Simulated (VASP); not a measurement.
A run of VASP 6.6.1 is set up as follows.

Contents of INCAR:

```
PREC = Accurate
ENCUT = 520
EDIFF = 1E-6
ISMEAR = -1
SIGMA = 0.03
LREAL = F
LASPH = T
NELM = 100
ALGO = Normal
ISIF = 2
LWAVE = F
LCHARG = T
GGA = PE
LELF = T
LVHAR = T
NBANDS = 19
```

File KPOINTS:

```
Automatic mesh
0
Gamma
  16 16 8
```

File POSCAR:

```
Zn
1.0
    2.6647980532      0.0000000000      0.0000000000
   -1.3323990266      2.3077828100      0.0000000000
    0.0000000000      0.0000000000      4.9467000000
Zn
2
Direct
    0.3333333333      0.6666666667      0.2500000000
    0.6666666667      0.3333333333      0.7500000000
```

Potentials or basis: VASP PAW PBE potentials, release 64 (Zn).

Command:

```sh
$ cat potpaw_PBE.64/Zn/POTCAR > POTCAR
$ mpirun -np 1 vasp_std > vasp.out
```

**Question.** What does it give for the pressure?

**Answer.** -0.1 GPa.

**Question.** Estimate the band gap on the k mesh.

**Answer.** Zero (band 12 reaches 4.38 eV, above the bottom of band 13 at 0.07 eV).

Stress tensor (GPa, compression positive):
```
 0.04  0.00  0.00
 0.00  0.04  0.00
 0.00  0.00 -0.49
```
